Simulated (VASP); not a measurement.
The system is CuO.

```
CELL_PARAMETERS angstrom
1.99097 -2.15355 0.00000
1.99097 2.15355 0.00000
0.00000 0.00000 5.15593
ATOMIC_POSITIONS crystal
Cu 0.00000 0.50000 0.00000
Cu 0.50000 0.00000 0.50000
O 0.50000 0.50000 0.25000
O 0.50000 0.50000 0.75000
```

Base run:

| Quantity | Value |
| --- | --- |
| Program | VASP 6.6.1 |
| Functional | PBE |
| Potentials or basis | VASP PAW PBE potentials, release 64 (Cu, O) |
| Cutoff | 520 eV |
| k mesh | 10 × 10 × 6 |
| Occupations | gaussian, width 0.05 eV |
| Spin | no spin polarisation |
| Hubbard terms | Cu d U = 4.0 eV |

Its results: band gap on the k mesh zero (bands 17 and 18 overlap by 1.12 eV); pressure 0.0 GPa.

Problem. The run is repeated on the same cell with these changes: hubbard terms from Cu d U = 4.0 eV to none. What comes out?

Solution. Band gap on the k mesh zero (bands 17 and 18 overlap by 1.09 eV); pressure 2.1 GPa.

Caveats: U without spin polarisation on a metal has little footing (at least some runs); semilocal functionals often make such compounds metallic where correlation or magnetic order opens a gap, which also shifts bond lengths (at least some runs).
